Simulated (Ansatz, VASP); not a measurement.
## KCl in VASP and in Ansatz

Contents of INCAR:

```
SYSTEM = KCl
PREC = Accurate
ENCUT = 520
EDIFF = 1E-6
ISMEAR = -1
SIGMA = 0.02
LREAL = .FALSE.
LASPH = .TRUE.
NELM = 60
ALGO = Normal
ISIF = 2
LWAVE = .FALSE.
LCHARG = .FALSE.
GGA = PE
NBANDS = 15
```

KPOINTS

```
regular mesh
0
G
  8 8 8
  0 0 0
```

The input POSCAR:

```
KCl
1.0
    0.0000000000      3.1448471213      3.1448471213
    3.1448471213      0.0000000000      3.1448471213
    3.1448471213      3.1448471213      0.0000000000
K Cl
1 1
Direct
    0.0000000000      0.0000000000      0.0000000000
    0.5000000000      0.5000000000      0.5000000000
```

Input for Ansatz:

```yaml
crystal:
  lattice:
    - [0.0, 3.1448471213, 3.1448471213]
    - [3.1448471213, 0.0, 3.1448471213]
    - [3.1448471213, 3.1448471213, 0.0]
  atoms:
    - { symbol: K, position: [0.0, 0.0, 0.0] }
    - { symbol: Cl, position: [0.5, 0.5, 0.5] }
kpoints:
  mp_grid: { grid: [8, 8, 8] }
  band_path:
    path:
      - [0.0, 0.0, 0.0]
      - [0.5, 0.0, 0.5]
      - [0.625, 0.25, 0.625]
      - [0.375, 0.375, 0.75]
      - [0.5, 0.5, 0.5]
      - [0.5, 0.25, 0.75]
    npoints: 1
hamiltonian:
  xc: pbe
scf:
  occupations: { method: fermi_dirac, width: 0.02 }
  n_extra_bands: 4
output:
  forces: true
  stress: true
  eigenvalues: true
```

Alike in both runs: task single point; functional PBE; k mesh 8 × 8 × 8; occupations fermi-dirac, width 0.02 eV; no spin polarisation.

```csv
,VASP,Ansatz
version,VASP 6.6.1,Ansatz 0.2.0
potentials or method,"VASP PAW PBE potentials, release 64 (K_sv, Cl)","plane waves, PAW"
plane-wave cutoff (eV),520,420
valence electrons in the cell,16,16
```

```csv
,VASP,Ansatz,Ansatz less VASP
gap on the k mesh at the Fermi level (eV),5.19,5.19,+0.002
pressure (GPa),0.8,0.8,-0.03
```
